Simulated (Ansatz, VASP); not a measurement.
One calculation of Rh, two programs

The input INCAR:

```
SYSTEM = Rh
PREC = Accurate ; ENCUT = 520
EDIFF = 1E-6 ; ISMEAR = 0
SIGMA = 0.05 ; LREAL = .FALSE.
LASPH = .TRUE. ; NELM = 80
ALGO = Normal ; ISIF = 2
LWAVE = .FALSE. ; LCHARG = .FALSE.
GGA = PS ; NBANDS = 14
```

The input KPOINTS:

```
Automatic mesh
0
G
  18 18 18
  0 0 0
```

POSCAR

```
Rh
1.0
    0.0000000000      1.8978500000      1.8978500000
    1.8978500000      0.0000000000      1.8978500000
    1.8978500000      1.8978500000      0.0000000000
Rh
1
Direct
    0.0000000000      0.0000000000      0.0000000000
```

Input for Ansatz:

```yaml
crystal:
  lattice:
    - [0.0, 1.89785, 1.89785]
    - [1.89785, 0.0, 1.89785]
    - [1.89785, 1.89785, 0.0]
  atoms:
    - { symbol: Rh, position: [0.0, 0.0, 0.0] }
basis:
  ecutwfc: 420
kpoints:
  mp_grid: { grid: [18, 18, 18] }
hamiltonian:
  xc: pbesol
scf:
  occupations: { method: gaussian, width: 0.05 }
output:
  forces: true
  eigenvalues: true
  eigenstates:
    nscf_kmesh: { grid: [34, 34, 34] }
    top_band: c6
    de_dk: true
    localisation: false
  stress: true
checkpoint:
  write: ck
  compress: false
  write_wavefunctions: false
  write_every: 100000
```

Alike in both runs: task single point; functional PBEsol; k mesh 18 × 18 × 18; occupations gaussian, width 0.05 eV; no spin polarisation.

|  | VASP | Ansatz |
| --- | --- | --- |
| version | VASP 6.6.1 | Ansatz 0.2.0 |
| potentials or method | VASP PAW PBE potentials, release 64 (Rh_pv), cutoff 520 eV | scalar-relativistic, plane waves, PAW |
| valence electrons in the cell | 15 | 17 |

```csv
,VASP,Ansatz,Ansatz less VASP
pressure (GPa),-3.7,-3.6,+0.09
```

VASP's potentials were made for PBE, not for PBEsol. VASP's potentials hold 15 valence electrons a cell and Ansatz's 17, so a difference there can come from the potentials and not from the codes.
